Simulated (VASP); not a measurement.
# Pt (R-3m) in VASP: a series of runs

Pt is run at these levels: LDA; tasks: single point.

Everything below comes from runs of VASP 6.6.1. Logs are shortened: lines on timing, memory, paths and dates and some standing lists are left out, and cuts for length are marked.

## Step 1: The cell of the first run

It takes space group R-3m (No. 166, trigonal). Conventional cell: a = 2.905 Å, b = 2.905 Å, c = 5.597 Å, α = 90.00°, β = 90.00°, γ = 120.00°. Pt (site symmetry -3m) has 12 Pt at 2.51 to 2.90 Å within 3.3 Å.

## Step 2: Single point, LDA

File INCAR:

```
SYSTEM = Pt
PREC = Accurate ; ENCUT = 520
EDIFF = 1E-6 ; ISMEAR = 0
SIGMA = 0.15 ; LREAL = .FALSE.
LASPH = .TRUE. ; NELM = 80
ALGO = Fast ; ISIF = 2
LWAVE = .FALSE. ; LCHARG = .FALSE.
GGA = CA ; NBANDS = 11
```

File KPOINTS:

```
regular mesh
0
G
  20 20 20
  0 0 0
```

File POSCAR:

```
Pt
1.0
   -0.2920150933      1.7618243960      1.7618243960
    1.7618243960     -0.2920150933      1.7618243960
    1.7618243960      1.7618243960     -0.2920150933
Pt
1
Direct
    0.0000000000      0.0000000000      0.0000000000
```

Potentials or basis: VASP PAW LDA potentials, release 64 (Pt).

Run with:

```bash
> cat potpaw_LDA.64/Pt/POTCAR > POTCAR
> mpirun -np 1 vasp_std > vasp.out
```

OUTCAR:

```text
SYSTEM = Pt
   PREC = Accurate
   ENCUT = 520
   EDIFF = 1E-6
   ISMEAR = 0
   LREAL = .FALSE.
   LASPH = .TRUE.
   NELM = 80
   ISIF = 2
   GGA = CA

 ion  position               nearest neighbor table
   1  0.000  0.000  0.000-

  LATTYP: Found a trigonal (rhomboedric) cell.
 ALAT       =     2.5086496805
 COS(alpha) =     0.3297250911

  Lattice vectors:

 A1 = (  -0.2920150933,   1.7618243960,   1.7618243960)
 A2 = (   1.7618243960,  -0.2920150933,   1.7618243960)
 A3 = (   1.7618243960,   1.7618243960,  -0.2920150933)

Analysis of symmetry for initial positions (statically):
=====================================================================
 Subroutine PRICEL returns:
 Original cell was already a primitive cell.

 Routine SETGRP: Setting up the symmetry group for a
 trigonal (rhombohedral) supercell.

 Subroutine GETGRP returns: Found 12 space group operations
 (whereof 12 operations were pure point group operations)
 out of a pool of 12 trial point group operations.

The static configuration has the point symmetry D_3d.

Analysis of symmetry for dynamics (positions and initial velocities):
=====================================================================
 Subroutine PRICEL returns:
 Original cell was already a primitive cell.

 Routine SETGRP: Setting up the symmetry group for a
 trigonal (rhombohedral) supercell.

 Subroutine GETGRP returns: Found 12 space group operations
 (whereof 12 operations were pure point group operations)
 out of a pool of 12 trial point group operations.

The dynamic configuration has the point symmetry D_3d.

 Subroutine INISYM returns: Found 12 space group operations
 (whereof 12 operations are pure point group operations),
 and found     1 'primitive' translations

----------------------------------------------------------------------------------------

                                     Primitive cell

  volume of cell :      13.6319

  direct lattice vectors                    reciprocal lattice vectors
    -0.292015093  1.761824396  1.761824396    -0.221448307  0.265444659  0.265444659
     1.761824396 -0.292015093  1.761824396     0.265444659 -0.221448307  0.265444659
     1.761824396  1.761824396 -0.292015093     0.265444659  0.265444659 -0.221448307

  length of vectors
     2.508649680  2.508649680  2.508649680     0.435845255  0.435845255  0.435845255

  position of ions in fractional coordinates (direct lattice)
     0.000000000  0.000000000  0.000000000

  ion indices of the primitive-cell ions
   primitive index   ion index
                 1           1

----------------------------------------------------------------------------------------

 KPOINTS: regular mesh

Automatic generation of k-mesh.
 Grid dimensions read from file:
 generate k-points for:   20   20   20

 Generating k-lattice:

  Cartesian coordinates                     Fractional coordinates (reciprocal lattice)
    -0.011072415  0.013272233  0.013272233     0.050000000  0.000000000  0.000000000
     0.013272233 -0.011072415  0.013272233     0.000000000  0.050000000  0.000000000
     0.013272233  0.013272233 -0.011072415     0.000000000  0.000000000  0.050000000

  Length of vectors
     0.021792263  0.021792263  0.021792263

  Shift w.r.t. Gamma in fractional coordinates (k-lattice)
     0.000000000  0.000000000  0.000000000

 Subroutine IBZKPT returns following result:
 ===========================================

 Found    781 irreducible k-points:

 Following reciprocal coordinates:
            Coordinates               Weight
  0.000000  0.000000  0.000000      1.000000
  0.050000 -0.000000 -0.000000      6.000000
  0.100000  0.000000  0.000000      6.000000
  0.150000  0.000000  0.000000      6.000000
  0.200000  0.000000  0.000000      6.000000
  0.250000  0.000000  0.000000      6.000000
[... 16 lines left out ...]
 -0.400000  0.050000 -0.000000     12.000000
 -0.350000  0.050000 -0.000000     12.000000
 [... further k-points ...]
   k-points           NKPTS =    781   k-points in BZ     NKDIM =    781   number of bands    NBANDS=     11
   number of dos      NEDOS =    301   number of ions     NIONS =      1
   total plane-waves  NPLWV =   8000
   dimension x,y,z NGX =    20 NGY =   20 NGZ =   20
   dimension x,y,z NGXF=    40 NGYF=   40 NGZF=   40
   ions per type =               1
   NGX,Y,Z   is equivalent  to a cutoff of  13.25, 13.25, 13.25 a.u.
   NGXF,Y,Z  is equivalent  to a cutoff of  26.51, 26.51, 26.51 a.u.
 SYSTEM =  Pt
   PREC   = accura    normal or accurate (medium, high low for compatibility)
   ISTART =      0    job   : 0-new  1-cont  2-samecut
   ICHARG =      2    charge: 1-file 2-atom 10-const
   ISPIN  =      1    spin polarized calculation?
   LNONCOLLINEAR =      F non collinear calculations
   LSORBIT =      F    spin-orbit coupling
   LASPH  =      T    aspherical Exc in radial PAW
   ENCUT  =  520.0 eV  38.22 Ry    6.18 a.u.   4.66  4.66  4.66*2*pi/ulx,y,z
   NELM   =     80;   NELMIN=  2; NELMDL= -5     # of ELM steps
   EDIFF  = 0.1E-05   stopping-criterion for ELM
   LREAL  =      F    real-space projection
   EDIFFG = 0.1E-04   stopping-criterion for IOM
   NSW    =      0    number of steps for IOM
   IBRION =     -1    ionic relax: 0-MD 1-quasi-New 2-CG
   NFREE  =      0    steps in history (QN), initial steepest desc. (CG)
   ISIF   =      2    stress and relaxation
   ISYM   =      2    0-nonsym 1-usesym 2-fastsym
   POTIM  = 0.5000    time-step for ionic-motion
   TEBEG  =    0.0;   TEEND  =   0.0 temperature during run
   PSTRESS=    0.0 pullay stress
   NELECT =      10.0000    total number of electrons
   NUPDOWN=      -1.0000    fix difference up-down
   EMIN   =  10.00;   EMAX   =-10.00  energy-range for DOS
   EFERMI =   0.00;   METHOD = LEGACY
   ISMEAR =     0;   SIGMA  =   0.15  broadening in eV -4-tet -1-fermi 0-gaus
   EFERMI_NEDOS =   21; number of points for ismear=-14 and -15
   IALGO  =     68    algorithm
   IMIX   =      4    mixing-type and parameters
     AMIX     =   0.40;   BMIX     =  1.00
     AMIX_MAG =   1.60;   BMIX_MAG =  1.00
  volume/ion in A,a.u.               =      13.63        91.99
  Fermi-wavevector in a.u.,A,eV,Ry     =   1.476465  2.790114 29.660001  2.179949
  Thomas-Fermi vector in A             =   2.590988
   LORBIT       =      0    0 simple, 1 ext, 2 COOP (PROOUT), +10 PAW based schemes
   GGA     = CA    functional components
   LHFCALC =     F    Hartree Fock is set to
   AEXX    =    0.0000 exact exchange contribution
   IVDW    =     0    specifies the selected vdW correction
   LEPSILON=     F    determine dielectric tensor
   LRPA    =     F    only Hartree local field effects (RPA)
 non-spin polarized calculation
 RMM-DIIS sequential band-by-band and
 Gauss-broadening in eV      SIGMA  =   0.15
  energy-cutoff  :      520.00
  volume of cell :       13.63
 maximum number of plane-waves:       390
   NGX =  9   NGY =  9   NGZ =  9

 number of electron      10.0000000 magnetization

 Free energy of the ion-electron system (eV)
  ---------------------------------------------------
  ext. energy  EPLUGINS =         0.00000000
  ---------------------------------------------------
  free energy    TOTEN  =        -6.97268283 eV

  energy without entropy =       -6.96259672  energy(sigma->0) =       -6.96763977

 E-fermi :  12.9750     XC(G=0): -14.2299

 val. band max:       12.9745924096   @ k =  -0.3000   0.4500   0.1000
 cond. band min:      12.9809220690   @ k =  -0.1000   0.3500   0.0500
 fundamental gap:      0.0063296594
 Fermi energy:        12.9749750892

 k-point     1 :       0.0000    0.0000    0.0000
  band No.  band energies     occupation
      1       1.8292      2.00000
      2       6.9051      2.00000
      3       6.9051      2.00000
      4      11.3068      2.00000
      5      12.1234      2.00000
      6      12.1234      2.00000
      7      27.3548      0.00000
      8      31.1680      0.00000
      9      31.1680      0.00000
     10      39.4174      0.00000
     11      39.7065      0.00000

 k-point     2 :       0.0500   -0.0000   -0.0000
  band No.  band energies     occupation
      1       1.9301      2.00000
      2       6.9200      2.00000
      3       6.9418      2.00000
      4      11.2972      2.00000
      5      12.0800      2.00000
      6      12.1041      2.00000
      7      27.5000      0.00000
      8      30.8650      0.00000
      9      31.3777      0.00000
     10      39.0349      0.00000
     11      40.4941      0.00000

 k-point     3 :       0.1000    0.0000    0.0000
  band No.  band energies     occupation
      1       2.2220      2.00000
      2       6.9595      2.00000
      3       7.0499      2.00000
      4      11.2825      2.00000
      5      11.9650      2.00000
      6      12.0533      2.00000
      7      27.8850      0.00000
      8      30.0548      0.00000
      9      31.9925      0.00000
     10      38.9627      0.00000
     11      41.1479      0.00000

 k-point     4 :       0.1500    0.0000    0.0000
  band No.  band energies     occupation
      1       2.6706      2.00000
      2       7.0097      2.00000
      3       7.2290      2.00000
      4      11.2953      2.00000
      5      11.8180      2.00000
      6      11.9919      2.00000
      7      28.1556      0.00000
      8      29.1552      0.00000
      9      32.9739      0.00000
     10      38.8493      0.00000
     11      39.4439      0.00000
[... 239 lines left out ...]
 k-point    22 :      -0.4500    0.0500    0.0000
  band No.  band energies     occupation
      1       4.6888      2.00000
      2       6.9041      2.00000
      3      10.8983      2.00000
      4      11.2142      2.00000
      5      12.5133      1.99999
      6      13.0503      0.47747
      7      19.7966      0.00000
      8      28.5573      0.00000
      9      31.1682      0.00000
     10      36.2584      0.00000
     11      41.2851      0.00000

 k-point    23 :      -0.4000    0.0500   -0.0000
  band No.  band energies     occupation
      1       4.6488      2.00000
      2       6.9439      2.00000
      3      10.3994      2.00000
      4      11.2184      2.00000
      5      12.2528      2.00000
      6      12.8639      1.70522
      7      20.6609      0.00000
      8      28.8047      0.00000
      9      31.5394      0.00000
     10      37.0320      0.00000
     11      40.7497      0.00000

 k-point    24 :      -0.3500    0.0500   -0.0000
  band No.  band energies     occupation
      1       4.5484      2.00000
      2       7.0012      2.00000
      3       9.5339      2.00000
      4      11.2477      2.00000
      5      11.9966      2.00000
      6      12.6797      1.99462
      7      21.9552      0.00000
      8      29.1561      0.00000
      9      32.2555      0.00000
     10      37.9884      0.00000
     11      39.7961      0.00000

 [... further k-points ...]
[... 5 lines left out ...]
  --------------------------------------------------------------------------------------
  -------------------------------------------------------------------------------------
  Total        4.3998500      4.3998500      4.3998500      1.6467713      1.6467713      1.6467713
  in kB      517.1223652    517.1223652    517.1223652    193.5480207    193.5480207    193.5480207
  external PRESSURE =     517.1223652 kB  Pullay stress =       0.0000000 kB

 VOLUME and BASIS-vectors are now :
 -----------------------------------------------------------------------------
  energy-cutoff  :      520.00
  volume of cell :       13.63
      direct lattice vectors                 reciprocal lattice vectors
    -0.292015093  1.761824396  1.761824396    -0.221448307  0.265444659  0.265444659
     1.761824396 -0.292015093  1.761824396     0.265444659 -0.221448307  0.265444659
     1.761824396  1.761824396 -0.292015093     0.265444659  0.265444659 -0.221448307

 POSITION                                       TOTAL-FORCE (eV/Angst)
 -----------------------------------------------------------------------------------
      0.00000      0.00000      0.00000        -0.000000      0.000000     -0.000000
 -----------------------------------------------------------------------------------
    total drift:                                0.000000     -0.000000     -0.000000

  FREE ENERGIE OF THE ION-ELECTRON SYSTEM (eV)
  ---------------------------------------------------
  free  energy   TOTEN  =        -6.9726828288 eV

  energy  without entropy=       -6.9625967153  energy(sigma->0) =       -6.96763977
```

It took 64 s on 1 thread of Intel Xeon Platinum 8488C (Sapphire Rapids), shared host; peak memory 0.22 GiB.

Results:

* Free energy: -6.9727 eV
* Pressure: 51.7 GPa
* Band gap on the k mesh: zero (band 5 reaches 14.93 eV, above the bottom of band 6 at 10.44 eV)

Levels at points of the mesh, in eV from the Fermi level:
```tsv
k point	band 1	band 2	band 3	band 4	band 5	band 6	band 7	band 8	band 9	band 10
(0.00, 0.00, 0.00)	-11.15	-6.07	-6.07	-1.67	-0.85	-0.85	14.38	18.19	18.19	26.44
(0.50, 0.00, 0.00)	-8.37	-6.10	-1.77	-1.22	-1.06	0.06	6.62	15.40	18.24	23.14
(0.50, 0.50, 0.00)	-8.07	-7.63	-0.43	0.06	1.96	2.22	9.13	11.08	15.48	20.41
(0.50, 0.50, 0.50)	-8.05	-5.14	-5.14	1.55	1.55	2.40	11.25	12.31	16.88	16.88
```

Caveat: spin-orbit coupling is left out, which moves the levels of the heavy elements.

(Part 1 of 2 ends here.)
